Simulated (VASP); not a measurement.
Tl:

```
CELL_PARAMETERS angstrom
0.00000 2.16500 2.16500
2.16500 0.00000 2.16500
2.16500 2.16500 0.00000
ATOMIC_POSITIONS crystal
Tl 0.00000 0.00000 0.00000
```

This isn't the form of Tl at room conditions, which is hcp.

Base run:

```yaml
Program: VASP 6.6.1
Functional: PBE
Potentials_or_basis: VASP PAW PBE potentials, release 64 (Tl_d)
Cutoff: 520 eV
k_mesh: 7 × 7 × 7
Occupations: fermi-dirac, width 0.05 eV
Spin: no spin polarisation
```

Its results: band gap on the k mesh zero (an odd number of electrons rules out a gap without spin polarisation); pressure 37.0 GPa.

Problem. The run is repeated on the same cell with these changes: k mesh from 7 × 7 × 7 to 4 × 4 × 4. What comes out?

Solution. Band gap on the k mesh zero (an odd number of electrons rules out a gap without spin polarisation); pressure 39.5 GPa.

Caveats: some runs use coarse meshes; spin-orbit coupling is left out, which moves the levels of the heavy elements; the cell stands under pressure (at least some runs).
